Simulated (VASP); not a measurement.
MgSe: single point with PBE

MgSe:

```
Mg Se
1.0
     0.00000    2.72665    2.72665
     2.72665    0.00000    2.72665
     2.72665    2.72665    0.00000
Mg Se
1 1
Cartesian
  0.0000 0.0000 0.0000
  2.7266 2.7266 2.7266
```

This cell differs from its parent crystal: volume scaled by 0.97.

```json
{
  "Program": "VASP 6.6.1",
  "Task": "single point",
  "Functional": "PBE",
  "Potentials or basis": "VASP PAW PBE potentials, release 64 (Mg, Se)",
  "Cutoff": "600 eV",
  "k mesh": "8 × 8 × 8",
  "Occupations": "gaussian, width 0.02 eV",
  "Spin": "no spin polarisation",
  "Dipole correction": "no",
  "Further INCAR settings": "ALGO = Normal; EDIFF = 1e-06; NBANDS = 11"
}
```

* Pressure: 1.8 GPa
* Band gap on the k mesh: 1.80 eV, indirect (least direct gap 2.59 eV)

Levels at points of the mesh, in eV from the valence-band top:
```tsv
k point	band 1	band 2	band 3	band 4	band 5	band 6	band 7	band 8	band 9
(0.00, 0.00, 0.00)	-12.94	0.00	0.00	0.00	2.59	7.41	7.41	7.41	9.97
(0.50, 0.00, 0.00)	-11.82	-4.94	-0.58	-0.58	3.83	6.10	6.10	8.62	11.44
(0.50, 0.50, 0.00)	-11.50	-4.26	-1.78	-1.78	1.80	3.96	11.74	12.17	12.17
```

It took 7.1 s on 1 thread of Intel(R) Xeon(R) 6975P-C (Granite Rapids), on a shared host, peak memory 0.17 GiB.

 A k mesh can miss the band edges.
